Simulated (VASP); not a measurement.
# Y (I4/mmm) in VASP: single point with LDA

Aim: the single point of Y with LDA.

Everything below comes from runs of VASP 6.6.1. Logs are shortened: lines on timing, memory, paths and dates and some standing lists are left out, and cuts for length are marked.

**1. The cell of the first run**

It takes space group I4/mmm (No. 139, tetragonal). The conventional cell has a = 3.514 Å, b = 3.514 Å, c = 5.156 Å, α = 90.00°, β = 90.00°, γ = 90.00°. Within 4.6 Å of Y (site symmetry 4/mmm) lie 12 Y at 3.51 to 3.58 Å.

**2. Single point, LDA (strain +0.0375 x Voigt [0, 0, 1, 0, 0, 0])**

INCAR

```
  ALGO = Normal
  EDIFF = 1E-6
  ENCUT = 520
  GGA = CA
  ISIF = 2
  ISMEAR = 0
  LASPH = T
  LCHARG = T
  LELF = T
  LREAL = F
  LVHAR = T
  LWAVE = F
  NBANDS = 12
  NELM = 100
  PREC = Accurate
  SIGMA = 0.15
```

KPOINTS

```
k-points
0
Gamma
  16 16 16
```

POSCAR

```
Y
1.0
    0.0000000000      2.4850000000      2.5781875000
    2.4850000000      0.0000000000      2.5781875000
    2.4850000000      2.4850000000      0.0000000000
Y
1
Direct
    0.0000000000      0.0000000000      0.0000000000
```

Potentials or basis: VASP PAW LDA potentials, release 64 (Y_sv).

Run with:

```bash
$ cat potpaw_LDA.64/Y_sv/POTCAR > POTCAR
$ mpirun -np 1 vasp_std > vasp.out
```

OUTCAR:

```text
EDIFF = 1E-6
   ENCUT = 520
   GGA = CA
   ISIF = 2
   ISMEAR = 0
   LASPH = T
   LREAL = F
   NELM = 100
   PREC = Accurate

 ion  position               nearest neighbor table
   1  0.000  0.000  0.000-

  LATTYP: Found a body centered tetragonal cell.
 ALAT       =     3.5143207025
 C/A-ratio  =     1.4672465710

  Lattice vectors:

 A1 = (  -2.4850000000,   0.0000000000,   2.5781875000)
 A2 = (   2.4850000000,   0.0000000000,   2.5781875000)
 A3 = (   0.0000000000,   2.4850000000,  -2.5781875000)

Analysis of symmetry for initial positions (statically):
=====================================================================
 Subroutine PRICEL returns:
 Original cell was already a primitive cell.

 Routine SETGRP: Setting up the symmetry group for a
 body centered tetragonal supercell.

 Subroutine GETGRP returns: Found 16 space group operations
 (whereof 16 operations were pure point group operations)
 out of a pool of 16 trial point group operations.

The static configuration has the point symmetry D_4h.

Analysis of symmetry for dynamics (positions and initial velocities):
=====================================================================
 Subroutine PRICEL returns:
 Original cell was already a primitive cell.

 Routine SETGRP: Setting up the symmetry group for a
 body centered tetragonal supercell.

 Subroutine GETGRP returns: Found 16 space group operations
 (whereof 16 operations were pure point group operations)
 out of a pool of 16 trial point group operations.

The dynamic configuration has the point symmetry D_4h.

 Subroutine INISYM returns: Found 16 space group operations
 (whereof 16 operations are pure point group operations),
 and found     1 'primitive' translations

----------------------------------------------------------------------------------------

                                     Primitive cell

  volume of cell :      31.8418

  direct lattice vectors                    reciprocal lattice vectors
     0.000000000  2.485000000  2.578187500    -0.201207243  0.201207243  0.193934692
     2.485000000  0.000000000  2.578187500     0.201207243 -0.201207243  0.193934692
     2.485000000  2.485000000  0.000000000     0.201207243  0.201207243 -0.193934692

  length of vectors
     3.580820546  3.580820546  3.514320702     0.344353560  0.344353560  0.344353560

  position of ions in fractional coordinates (direct lattice)
     0.000000000  0.000000000  0.000000000

  ion indices of the primitive-cell ions
   primitive index   ion index
                 1           1

----------------------------------------------------------------------------------------

 KPOINTS: k-points

Automatic generation of k-mesh.
 Grid dimensions read from file:
 generate k-points for:   16   16   16

 Generating k-lattice:

  Cartesian coordinates                     Fractional coordinates (reciprocal lattice)
    -0.012575453  0.012575453  0.012120918     0.062500000  0.000000000  0.000000000
     0.012575453 -0.012575453  0.012120918     0.000000000  0.062500000  0.000000000
     0.012575453  0.012575453 -0.012120918     0.000000000  0.000000000  0.062500000

  Length of vectors
     0.021522098  0.021522098  0.021522098

  Shift w.r.t. Gamma in fractional coordinates (k-lattice)
     0.000000000  0.000000000  0.000000000

 Subroutine IBZKPT returns following result:
 ===========================================

 Found    349 irreducible k-points:

 Following reciprocal coordinates:
            Coordinates               Weight
  0.000000  0.000000  0.000000      1.000000
  0.062500  0.000000  0.000000      8.000000
  0.125000  0.000000  0.000000      8.000000
  0.187500  0.000000  0.000000      8.000000
  0.250000  0.000000  0.000000      8.000000
  0.312500 -0.000000  0.000000      8.000000
[... 16 lines left out ...]
 -0.125000  0.062500  0.000000      8.000000
 -0.062500  0.062500  0.000000      4.000000
 [... further k-points ...]
   k-points           NKPTS =    349   k-points in BZ     NKDIM =    349   number of bands    NBANDS=     12
   number of dos      NEDOS =    301   number of ions     NIONS =      1
   total plane-waves  NPLWV =  21952
   dimension x,y,z NGX =    28 NGY =   28 NGZ =   28
   dimension x,y,z NGXF=    56 NGYF=   56 NGZF=   56
   ions per type =               1
   NGX,Y,Z   is equivalent  to a cutoff of  13.00, 13.00, 13.25 a.u.
   NGXF,Y,Z  is equivalent  to a cutoff of  26.00, 26.00, 26.49 a.u.
 SYSTEM =  unknown system
   PREC   = accura    normal or accurate (medium, high low for compatibility)
   ISTART =      0    job   : 0-new  1-cont  2-samecut
   ICHARG =      2    charge: 1-file 2-atom 10-const
   ISPIN  =      1    spin polarized calculation?
   LNONCOLLINEAR =      F non collinear calculations
   LSORBIT =      F    spin-orbit coupling
   LASPH  =      T    aspherical Exc in radial PAW
   ENCUT  =  520.0 eV  38.22 Ry    6.18 a.u.   6.66  6.66  6.53*2*pi/ulx,y,z
   NELM   =    100;   NELMIN=  2; NELMDL= -5     # of ELM steps
   EDIFF  = 0.1E-05   stopping-criterion for ELM
   LREAL  =      F    real-space projection
   EDIFFG = 0.1E-04   stopping-criterion for IOM
   NSW    =      0    number of steps for IOM
   IBRION =     -1    ionic relax: 0-MD 1-quasi-New 2-CG
   NFREE  =      0    steps in history (QN), initial steepest desc. (CG)
   ISIF   =      2    stress and relaxation
   ISYM   =      2    0-nonsym 1-usesym 2-fastsym
   POTIM  = 0.5000    time-step for ionic-motion
   TEBEG  =    0.0;   TEEND  =   0.0 temperature during run
   PSTRESS=    0.0 pullay stress
   NELECT =      11.0000    total number of electrons
   NUPDOWN=      -1.0000    fix difference up-down
   EMIN   =  10.00;   EMAX   =-10.00  energy-range for DOS
   EFERMI =   0.00;   METHOD = LEGACY
   ISMEAR =     0;   SIGMA  =   0.15  broadening in eV -4-tet -1-fermi 0-gaus
   EFERMI_NEDOS =   21; number of points for ismear=-14 and -15
   IALGO  =     38    algorithm
   IMIX   =      4    mixing-type and parameters
     AMIX     =   0.40;   BMIX     =  1.00
     AMIX_MAG =   1.60;   BMIX_MAG =  1.00
  volume/ion in A,a.u.               =      31.84       214.88
  Fermi-wavevector in a.u.,A,eV,Ry     =   1.148700  2.170728 17.953047  1.319512
  Thomas-Fermi vector in A             =   2.285374
   LORBIT       =      0    0 simple, 1 ext, 2 COOP (PROOUT), +10 PAW based schemes
   GGA     = CA    functional components
   LHFCALC =     F    Hartree Fock is set to
   AEXX    =    0.0000 exact exchange contribution
   IVDW    =     0    specifies the selected vdW correction
   LEPSILON=     F    determine dielectric tensor
   LRPA    =     F    only Hartree local field effects (RPA)
 non-spin polarized calculation
 Gauss-broadening in eV      SIGMA  =   0.15
  energy-cutoff  :      520.00
  volume of cell :       31.84
 maximum number of plane-waves:       889
   NGX = 13   NGY = 13   NGZ = 13

 number of electron      10.9999999 magnetization

 Free energy of the ion-electron system (eV)
  ---------------------------------------------------
  ext. energy  EPLUGINS =         0.00000000
  ---------------------------------------------------
  free energy    TOTEN  =        -6.91848222 eV

  energy without entropy =       -6.90180557  energy(sigma->0) =       -6.91014389

 E-fermi :   3.0347     XC(G=0):  -9.7597

 val. band max:        3.0281410045   @ k =   0.3750   0.0625   0.2500
 cond. band min:       3.0358814410   @ k =  -0.2500   0.2500   0.1250
 fundamental gap:      0.0077404364
 Fermi energy:         3.0346977857

 k-point     1 :       0.0000    0.0000    0.0000
  band No.  band energies     occupation
      1     -39.3662      2.00000
      2     -19.1683      2.00000
      3     -19.1640      2.00000
      4     -19.1640      2.00000
      5      -1.7447      2.00000
      6       4.5785      0.00000
      7       4.8926      0.00000
      8       4.8926      0.00000
      9       6.5878      0.00000
     10       7.0477      0.00000
     11      12.1499      0.00000
     12      14.9714      0.00000

 k-point     2 :       0.0625    0.0000    0.0000
  band No.  band energies     occupation
      1     -39.3634      2.00000
      2     -19.1906      2.00000
      3     -19.1705      2.00000
      4     -19.1665      2.00000
      5      -1.6438      2.00000
      6       4.5630      0.00000
      7       4.8424      0.00000
      8       4.9414      0.00000
      9       6.5431      0.00000
     10       6.9852      0.00000
     11      12.3813      0.00000
     12      14.8421      0.00000

 k-point     3 :       0.1250    0.0000    0.0000
  band No.  band energies     occupation
      1     -39.3554      2.00000
      2     -19.2615      2.00000
      3     -19.1813      2.00000
      4     -19.1737      2.00000
      5      -1.3513      2.00000
      6       4.3680      0.00000
      7       4.8633      0.00000
      8       5.0667      0.00000
      9       6.4604      0.00000
     10       6.8442      0.00000
     11      12.9594      0.00000
     12      14.1329      0.00000
[... 286 lines left out ...]
 k-point    23 :      -0.1250    0.0625    0.0000
  band No.  band energies     occupation
      1     -39.3491      2.00000
      2     -19.3105      2.00000
      3     -19.2026      2.00000
      4     -19.1720      2.00000
      5      -1.1205      2.00000
      6       4.2268      0.00000
      7       4.8447      0.00000
      8       5.1691      0.00000
      9       6.5301      0.00000
     10       6.6818      0.00000
     11      13.3318      0.00000
     12      13.9185      0.00000

 k-point    24 :      -0.0625    0.0625    0.0000
  band No.  band energies     occupation
      1     -39.3586      2.00000
      2     -19.2293      2.00000
      3     -19.1846      2.00000
      4     -19.1666      2.00000
      5      -1.4727      2.00000
      6       4.5683      0.00000
      7       4.7219      0.00000
      8       5.0160      0.00000
      9       6.6173      0.00000
     10       6.7717      0.00000
     11      12.7565      0.00000
     12      14.6028      0.00000

 [... further k-points ...]
[... 5 lines left out ...]
  --------------------------------------------------------------------------------------
  -------------------------------------------------------------------------------------
  Total       -0.5737550     -0.5737550     -0.8071073      0.0000000      0.0000000     -0.0000000
  in kB      -28.8695338    -28.8695338    -40.6110813      0.0000000      0.0000000     -0.0000000
  external PRESSURE =     -32.7833829 kB  Pullay stress =       0.0000000 kB

 VOLUME and BASIS-vectors are now :
 -----------------------------------------------------------------------------
  energy-cutoff  :      520.00
  volume of cell :       31.84
      direct lattice vectors                 reciprocal lattice vectors
     0.000000000  2.485000000  2.578187500    -0.201207243  0.201207243  0.193934692
     2.485000000  0.000000000  2.578187500     0.201207243 -0.201207243  0.193934692
     2.485000000  2.485000000  0.000000000     0.201207243  0.201207243 -0.193934692

 POSITION                                       TOTAL-FORCE (eV/Angst)
 -----------------------------------------------------------------------------------
      0.00000      0.00000      0.00000         0.000000     -0.000000      0.000000
 -----------------------------------------------------------------------------------
    total drift:                               -0.000000     -0.000000     -0.000000

  FREE ENERGIE OF THE ION-ELECTRON SYSTEM (eV)
  ---------------------------------------------------
  free  energy   TOTEN  =        -6.9184822151 eV

  energy  without entropy=       -6.9018055721  energy(sigma->0) =       -6.91014389
```

It took 72 s on 1 thread of Intel Xeon 6975P-C (Granite Rapids), shared host; peak memory 0.27 GiB.

Results:

```
Free energy : -6.9185 eV
Pressure    : -3.3 GPa
```

Levels at points of the mesh, in eV from the Fermi level:
| k point | band 1 | band 2 | band 3 | band 4 | band 5 | band 6 | band 7 | band 8 | band 9 | band 10 |
| --- | --- | --- | --- | --- | --- | --- | --- | --- | --- | --- |
| (0.00, 0.00, 0.00) | -42.40 | -22.20 | -22.20 | -22.20 | -4.78 | 1.54 | 1.86 | 1.86 | 3.55 | 4.01 |
| (0.50, 0.00, 0.00) | -42.33 | -22.82 | -22.30 | -22.26 | -2.03 | 0.76 | 1.40 | 1.75 | 5.21 | 5.39 |
| (0.50, 0.50, 0.00) | -42.31 | -22.78 | -22.40 | -22.40 | -1.84 | -0.89 | 1.94 | 5.34 | 5.73 | 5.73 |
| (0.50, 0.00, 0.50) | -42.30 | -22.78 | -22.46 | -22.41 | -1.79 | -0.96 | 2.39 | 5.27 | 5.57 | 5.91 |

Caveat: the cell differs from its parent crystal (strain +0.0375 x Voigt [0, 0, 1, 0, 0, 0]).
